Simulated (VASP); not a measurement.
Input of a VASP 6.6.1 run:

File INCAR:

```
PREC = Accurate
ENCUT = 600
EDIFF = 1E-8
ISMEAR = -1
SIGMA = 0.15
LREAL = False
LASPH = True
NELM = 120
ALGO = Normal
ISIF = 3
LWAVE = False
LCHARG = True
NBANDS = 14
IBRION = 6
NFREE = 2
POTIM = 0.015
NSW = 1
GGA_COMPAT = False
```

KPOINTS

```
Automatic mesh
0
Gamma
  16 16 14
```

Contents of POSCAR:

```
AlNi
1.0
    2.0028655982     -2.0028644324      0.0000000000
    2.0028655982      2.0028644324      0.0000000000
    0.0000000000      0.0000000000      2.8351334304
Al Ni
1 1
Direct
    0.0000000000      0.0000000000      0.0000000000
    0.5000000000      0.5000000000      0.5000000000
```

Potentials or basis: VASP PAW LDA potentials, release 64 (Al, Ni).

The run is started by

```bash
$ cat potpaw_LDA.64/Al/POTCAR potpaw_LDA.64/Ni/POTCAR > POTCAR
$ mpirun -np 1 vasp_std > vasp.out
```

(1) Predict the Voigt bulk modulus.

(2) What does it give for the highest phonon frequency at Γ?

Results:

(1) 186 GPa.

(2) 309 cm⁻¹.
